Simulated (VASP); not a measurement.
# MgO in VASP: settings compared

MgO is run at these levels: PBEsol, PBE; tasks: single point.

Everything below comes from runs of VASP 6.6.1. Logs are shortened: lines on timing, memory, paths and dates and some standing lists are left out, and cuts for length are marked.

### 1 The cell of the first run

It takes space group I4/mmm (No. 139, tetragonal). Conventional cell: a = 2.966 Å, b = 2.966 Å, c = 4.278 Å, α = 90.00°, β = 90.00°, γ = 90.00°. Within 2.8 Å of Mg (site symmetry 4/mmm) lie 6 O at 2.10 to 2.14 Å. O (site symmetry 4/mmm) has 6 Mg at 2.10 to 2.14 Å within 2.8 Å.

### 2 Single point, PBEsol

INCAR

```
  PREC = Accurate
  ENCUT = 520
  EDIFF = 1E-6
  ISMEAR = -1
  SIGMA = 0.05
  LREAL = False
  LASPH = True
  NELM = 100
  ALGO = Normal
  ISIF = 2
  LWAVE = False
  LCHARG = False
  GGA = PS
  NBANDS = 11
```

KPOINTS

```
regular mesh
0
Gamma
  9 9 9
```

POSCAR

```
MgO
1.0
    0.0000000000      2.0970013927      2.1389414206
    2.0970013927      0.0000000000      2.1389414206
    2.0970013927      2.0970013927      0.0000000000
Mg O
1 1
Direct
    0.0000000000      0.0000000000      0.0000000000
    0.5000000000      0.5000000000      0.5000000000
```

Potentials or basis: VASP PAW PBE potentials, release 64 (Mg, O).

Started as:

```bash
cat potpaw_PBE.64/Mg/POTCAR potpaw_PBE.64/O/POTCAR > POTCAR
mpirun -np 1 vasp_std > vasp.out
```

OUTCAR:

```text
PREC = Accurate
   ENCUT = 520
   EDIFF = 1E-6
   ISMEAR = -1
   LREAL = False
   LASPH = True
   NELM = 100
   ISIF = 2
   GGA = PS

 ion  position               nearest neighbor table
   1  0.000  0.000  0.000-   2 2.10   2 2.10   2 2.10   2 2.10   2 2.14   2 2.14
   2  0.500  0.500  0.500-   1 2.10   1 2.10   1 2.10   1 2.10   1 2.14   1 2.14

  LATTYP: Found a body centered tetragonal cell.
 ALAT       =     2.9656078099
 C/A-ratio  =     1.4424978337

  Lattice vectors:

 A1 = (  -2.0970013927,   0.0000000000,   2.1389414206)
 A2 = (   2.0970013927,   0.0000000000,   2.1389414206)
 A3 = (   0.0000000000,   2.0970013927,  -2.1389414206)

Analysis of symmetry for initial positions (statically):
=====================================================================
 Subroutine PRICEL returns:
 Original cell was already a primitive cell.

 Routine SETGRP: Setting up the symmetry group for a
 body centered tetragonal supercell.

 Subroutine GETGRP returns: Found 16 space group operations
 (whereof 16 operations were pure point group operations)
 out of a pool of 16 trial point group operations.

The static configuration has the point symmetry D_4h.

Analysis of symmetry for dynamics (positions and initial velocities):
=====================================================================
 Subroutine PRICEL returns:
 Original cell was already a primitive cell.

 Routine SETGRP: Setting up the symmetry group for a
 body centered tetragonal supercell.

 Subroutine GETGRP returns: Found 16 space group operations
 (whereof 16 operations were pure point group operations)
 out of a pool of 16 trial point group operations.

The dynamic configuration has the point symmetry D_4h.

 Subroutine INISYM returns: Found 16 space group operations
 (whereof 16 operations are pure point group operations),
 and found     1 'primitive' translations

----------------------------------------------------------------------------------------

                                     Primitive cell

  volume of cell :      18.8116

  direct lattice vectors                    reciprocal lattice vectors
     0.000000000  2.097001393  2.138941421    -0.238435702  0.238435702  0.233760493
     2.097001393  0.000000000  2.138941421     0.238435702 -0.238435702  0.233760493
     2.097001393  2.097001393  0.000000000     0.238435702  0.238435702 -0.233760493

  length of vectors
     2.995410697  2.995410697  2.965607810     0.410301275  0.410301275  0.410301275

  position of ions in fractional coordinates (direct lattice)
     0.000000000  0.000000000  0.000000000
     0.500000000  0.500000000  0.500000000

  ion indices of the primitive-cell ions
   primitive index   ion index
                 1           1
                 2           2

----------------------------------------------------------------------------------------

 KPOINTS: regular mesh

Automatic generation of k-mesh.
 Grid dimensions read from file:
 generate k-points for:    9    9    9

 Generating k-lattice:

  Cartesian coordinates                     Fractional coordinates (reciprocal lattice)
    -0.026492856  0.026492856  0.025973388     0.111111111  0.000000000  0.000000000
     0.026492856 -0.026492856  0.025973388     0.000000000  0.111111111  0.000000000
     0.026492856  0.026492856 -0.025973388     0.000000000  0.000000000  0.111111111

  Length of vectors
     0.045589031  0.045589031  0.045589031

  Shift w.r.t. Gamma in fractional coordinates (k-lattice)
     0.000000000  0.000000000  0.000000000

 Subroutine IBZKPT returns following result:
 ===========================================

 Found     75 irreducible k-points:

 Following reciprocal coordinates:
            Coordinates               Weight
  0.000000  0.000000  0.000000      1.000000
  0.111111  0.000000  0.000000      8.000000
  0.222222  0.000000  0.000000      8.000000
  0.333333  0.000000  0.000000      8.000000
  0.444444  0.000000  0.000000      8.000000
  0.111111  0.111111  0.000000      2.000000
[... 16 lines left out ...]
 -0.333333  0.333333  0.000000      4.000000
  0.444444  0.444444  0.000000      2.000000
 [... further k-points ...]
   k-points           NKPTS =     75   k-points in BZ     NKDIM =     75   number of bands    NBANDS=     11
   number of dos      NEDOS =    301   number of ions     NIONS =      2
   total plane-waves  NPLWV =  13824
   dimension x,y,z NGX =    24 NGY =   24 NGZ =   24
   dimension x,y,z NGXF=    48 NGYF=   48 NGZF=   48
   ions per type =               1   1
   NGX,Y,Z   is equivalent  to a cutoff of  13.32, 13.32, 13.45 a.u.
   NGXF,Y,Z  is equivalent  to a cutoff of  26.64, 26.64, 26.91 a.u.
 SYSTEM =  unknown system
   PREC   = accura    normal or accurate (medium, high low for compatibility)
   ISTART =      0    job   : 0-new  1-cont  2-samecut
   ICHARG =      2    charge: 1-file 2-atom 10-const
   ISPIN  =      1    spin polarized calculation?
   LNONCOLLINEAR =      F non collinear calculations
   LSORBIT =      F    spin-orbit coupling
   LASPH  =      T    aspherical Exc in radial PAW
   ENCUT  =  520.0 eV  38.22 Ry    6.18 a.u.   5.57  5.57  5.51*2*pi/ulx,y,z
   NELM   =    100;   NELMIN=  2; NELMDL= -5     # of ELM steps
   EDIFF  = 0.1E-05   stopping-criterion for ELM
   LREAL  =      F    real-space projection
   EDIFFG = 0.1E-04   stopping-criterion for IOM
   NSW    =      0    number of steps for IOM
   IBRION =     -1    ionic relax: 0-MD 1-quasi-New 2-CG
   NFREE  =      0    steps in history (QN), initial steepest desc. (CG)
   ISIF   =      2    stress and relaxation
   ISYM   =      2    0-nonsym 1-usesym 2-fastsym
   POTIM  = 0.5000    time-step for ionic-motion
   TEBEG  =    0.0;   TEEND  =   0.0 temperature during run
   PSTRESS=    0.0 pullay stress
   NELECT =       8.0000    total number of electrons
   NUPDOWN=      -1.0000    fix difference up-down
   EMIN   =  10.00;   EMAX   =-10.00  energy-range for DOS
   EFERMI =   0.00;   METHOD = LEGACY
   ISMEAR =    -1;   SIGMA  =   0.05  broadening in eV -4-tet -1-fermi 0-gaus
   EFERMI_NEDOS =   21; number of points for ismear=-14 and -15
   IALGO  =     38    algorithm
   IMIX   =      4    mixing-type and parameters
     AMIX     =   0.40;   BMIX     =  1.00
     AMIX_MAG =   1.60;   BMIX_MAG =  1.00
  volume/ion in A,a.u.               =       9.41        63.47
  Fermi-wavevector in a.u.,A,eV,Ry     =   1.231108  2.326456 20.621346  1.515626
  Thomas-Fermi vector in A             =   2.365930
   LORBIT       =      0    0 simple, 1 ext, 2 COOP (PROOUT), +10 PAW based schemes
   GGA     = PS    functional components
   LHFCALC =     F    Hartree Fock is set to
   AEXX    =    0.0000 exact exchange contribution
   IVDW    =     0    specifies the selected vdW correction
   LEPSILON=     F    determine dielectric tensor
   LRPA    =     F    only Hartree local field effects (RPA)
 non-spin polarized calculation
  energy-cutoff  :      520.00
  volume of cell :       18.81
 maximum number of plane-waves:       532
 NGX is ok and might be reduce to    24
   NGX = 11   NGY = 11   NGZ = 11

 number of electron       8.0000004 magnetization

 Free energy of the ion-electron system (eV)
  ---------------------------------------------------
  ext. energy  EPLUGINS =         0.00000000
  ---------------------------------------------------
  free energy    TOTEN  =       -12.50901224 eV

  energy without entropy =      -12.50901224  energy(sigma->0) =      -12.50901224

 E-fermi :   3.9993     XC(G=0): -11.2764

 val. band max:        3.0422753833   @ k =   0.0000   0.0000   0.0000
 cond. band min:       7.5802830793   @ k =   0.0000   0.0000   0.0000
 fundamental gap:      4.5380076960
 Fermi energy:         3.9993204373

 k-point     1 :       0.0000    0.0000    0.0000
  band No.  band energies     occupation
      1     -14.1557      2.00000
      2       3.0008      2.00000
      3       3.0008      2.00000
      4       3.0423      2.00000
      5       7.5803      0.00000
      6      18.4731      0.00000
      7      18.6835      0.00000
      8      18.6835      0.00000
      9      22.4387      0.00000
     10      23.9942      0.00000
     11      24.6338      0.00000

 k-point     2 :       0.1111    0.0000    0.0000
  band No.  band energies     occupation
      1     -14.0247      2.00000
      2       2.2198      2.00000
      3       2.9225      2.00000
      4       2.9413      2.00000
      5       8.3399      0.00000
      6      17.1583      0.00000
      7      18.8245      0.00000
      8      18.9802      0.00000
      9      23.1901      0.00000
     10      23.7417      0.00000
     11      24.3501      0.00000

 k-point     3 :       0.2222    0.0000    0.0000
  band No.  band energies     occupation
      1     -13.6727      2.00000
      2       0.7111      2.00000
      3       2.7276      2.00000
      4       2.7317      2.00000
      5       9.6583      0.00000
      6      15.6100      0.00000
      7      19.2778      0.00000
      8      19.5369      0.00000
      9      22.6798      0.00000
     10      23.0481      0.00000
     11      24.9407      0.00000
[... 267 lines left out ...]
 k-point    23 :      -0.3333    0.3333    0.0000
  band No.  band energies     occupation
      1     -12.6340      2.00000
      2      -0.2549      2.00000
      3      -0.0990      2.00000
      4       2.0497      2.00000
      5      13.2170      0.00000
      6      14.8860      0.00000
      7      15.3870      0.00000
      8      20.7260      0.00000
      9      21.7080      0.00000
     10      26.1545      0.00000
     11      30.1660      0.00000

 k-point    24 :       0.4444    0.4444    0.0000
  band No.  band energies     occupation
      1     -12.6829      2.00000
      2      -1.0722      2.00000
      3       1.7473      2.00000
      4       1.7473      2.00000
      5      12.1649      0.00000
      6      12.8177      0.00000
      7      15.7565      0.00000
      8      21.8199      0.00000
      9      21.8199      0.00000
     10      28.1792      0.00000
     11      29.4004      0.00000

 [... further k-points ...]

------------------------ aborting loop because EDIFF is reached ----------------------------------------

  FORCE on cell =-STRESS in cart. coord.  units (eV):
  Direction    XX          YY          ZZ          XY          YZ          ZX
  --------------------------------------------------------------------------------------
  -------------------------------------------------------------------------------------
  Total        0.0023409      0.0023409     -0.4418487      0.0000000      0.0000000     -0.0000000
  in kB        0.1993759      0.1993759    -37.6320437      0.0000000      0.0000000     -0.0000000
  external PRESSURE =     -12.4110973 kB  Pullay stress =       0.0000000 kB

 VOLUME and BASIS-vectors are now :
 -----------------------------------------------------------------------------
  energy-cutoff  :      520.00
  volume of cell :       18.81
      direct lattice vectors                 reciprocal lattice vectors
     0.000000000  2.097001393  2.138941421    -0.238435702  0.238435702  0.233760493
     2.097001393  0.000000000  2.138941421     0.238435702 -0.238435702  0.233760493
     2.097001393  2.097001393  0.000000000     0.238435702  0.238435702 -0.233760493

 POSITION                                       TOTAL-FORCE (eV/Angst)
 -----------------------------------------------------------------------------------
      0.00000      0.00000      0.00000        -0.000000      0.000000      0.000000
      2.09700      2.09700      2.13894         0.000000     -0.000000      0.000000
 -----------------------------------------------------------------------------------
    total drift:                               -0.000000     -0.000000      0.000000

  FREE ENERGIE OF THE ION-ELECTRON SYSTEM (eV)
  ---------------------------------------------------
  free  energy   TOTEN  =       -12.5090122390 eV

  energy  without entropy=      -12.5090122390  energy(sigma->0) =      -12.50901224
```

Wall time 10 s (1 thread of Intel Xeon 6975P-C, shared host); peak memory 0.15 GiB.

What came out:

```
Free energy            : -12.5090 eV
Pressure               : -1.2 GPa
Band gap on the k mesh : 4.54 eV, direct
```

Caveat: the PAW data sets were made with another functional, which shifts forces and pressure a little.

### 3 Single point, PBEsol

This run uses another cell than the first one, of 9.59 Å³/atom, 1.020 times its volume.

INCAR

```
ALGO     = Normal         # electronic algorithm
EDIFF    = 1E-6           # SCF threshold, eV
ENCUT    = 520            # plane-wave cutoff, eV
GGA      = PS             # functional
ISIF     = 2              # what is computed and relaxed
ISMEAR   = -1             # smearing method
LASPH    = True           # aspherical terms in the spheres
LCHARG   = True           # write CHGCAR
LELF     = True           # ELF
LREAL    = False          # projectors in reciprocal space
LVHAR    = True         
LWAVE    = False          # write WAVECAR
NBANDS   = 11             # bands
NELM     = 60             # most SCF steps
PREC     = Accurate       # precision mode
SIGMA    = 0.05           # smearing width, eV
```

KPOINTS

```
k-points
0
Gamma
  9 9 9
```

POSCAR

```
MgO
1.0
    0.0000000000      2.0970013927      2.1808814484
    2.0970013927      0.0000000000      2.1808814484
    2.0970013927      2.0970013927      0.0000000000
Mg O
1 1
Direct
    0.0000000000      0.0000000000      0.0000000000
    0.5000000000      0.5000000000      0.5000000000
```

Potentials or basis: VASP PAW PBE potentials, release 64 (Mg, O).

Started as:

```bash
cat potpaw_PBE.64/Mg/POTCAR potpaw_PBE.64/O/POTCAR > POTCAR
mpirun -np 1 vasp_std > vasp.out
```

Wall time 10 s (1 thread of Intel Xeon 6975P-C, shared host); peak memory 0.15 GiB.

It converged, with:

```yaml
Free_energy: -12.4957 eV
Pressure: -3.8 GPa
Band_gap_on_the_k_mesh: 4.32 eV, direct
```

Stress tensor (GPa, compression positive):
```
-1.66  0.00  0.00
 0.00 -1.66  0.00
 0.00  0.00 -8.09
```

Levels at points of the mesh, in eV from the valence-band top:
```
           k point  band 1  band 2  band 3  band 4  band 5  band 6  band 7  band 8  band 9
(0.00, 0.00, 0.00)  -17.13   -0.08   -0.08    0.00    4.32   15.18   15.59   15.59   19.23
```

Caveat: the PAW data sets were made with another functional, which shifts forces and pressure a little. A hybrid or GW would open this gap; PBEsol tends to underestimate it.

### 4 Single point, PBE

This run uses another cell than the first one, of 9.22 Å³/atom, 0.980 times its volume.

INCAR

```
PREC = Accurate
ENCUT = 520
EDIFF = 1E-7
ISMEAR = 0
SIGMA = 0.012
LREAL = F
LASPH = T
NELM = 60
ALGO = Normal
ISIF = 2
LWAVE = F
LCHARG = F
GGA = PE
NBANDS = 11
```

KPOINTS

```
regular mesh
0
Gamma
  11 11 11
```

POSCAR

```
MgO
1.0
    0.0000000000      2.0970013927      2.0970013927
    2.0970013927      0.0000000000      2.0970013927
    2.0970013927      2.0970013927      0.0000000000
Mg O
1 1
Direct
    0.0000000000      0.0000000000      0.0000000000
    0.5000000000      0.5000000000      0.5000000000
```

Started as:

```bash
cat potpaw_PBE.64/Mg/POTCAR potpaw_PBE.64/O/POTCAR > POTCAR
mpirun -np 1 vasp_std > vasp.out
```

It took 5.7 s on 1 thread of Intel Xeon 6975P-C (Granite Rapids), shared host; peak memory 0.14 GiB.

Results (log left out):

```yaml
Free_energy: -11.8977 eV
Pressure: 6.2 GPa
Band_gap_on_the_k_mesh: 4.85 eV, direct
```

Levels at points of the mesh, in eV from the valence-band top:
```csv
k point,band 2,band 3,band 4,band 5,band 6,band 7
"(0.00, 0.00, 0.00)",0.00,0.00,0.00,4.85,15.87,15.87
```

### 5 Summary

```tsv
level	cell	k mesh	smearing	gap on the mesh (eV)	pressure (GPa)
PBEsol	a = 2.995, b = 2.995, c = 2.966 Å, angles 60.3, 60.3, 59.3°, 2 atoms	9 × 9 × 9	fermi-dirac 0.05 eV	4.54	-1.2
PBEsol	a = 3.026, b = 3.026, c = 2.966 Å, angles 60.7, 60.7, 58.7°, 2 atoms	9 × 9 × 9	fermi-dirac 0.05 eV	4.32	-3.8
PBE	a = 2.966 Å, angles 60.0°, 2 atoms	11 × 11 × 11	gaussian 0.012 eV	4.85	6.2
```

Alike in all rows: task single point; potentials or basis VASP PAW PBE potentials, release 64 (Mg, O); no spin polarisation; cutoff (eV) 520.

Caveats: the PAW data sets were made with another functional, which shifts forces and pressure a little (some runs).

Total energies depend on the potentials used, so only differences within one code and one set of settings carry meaning.
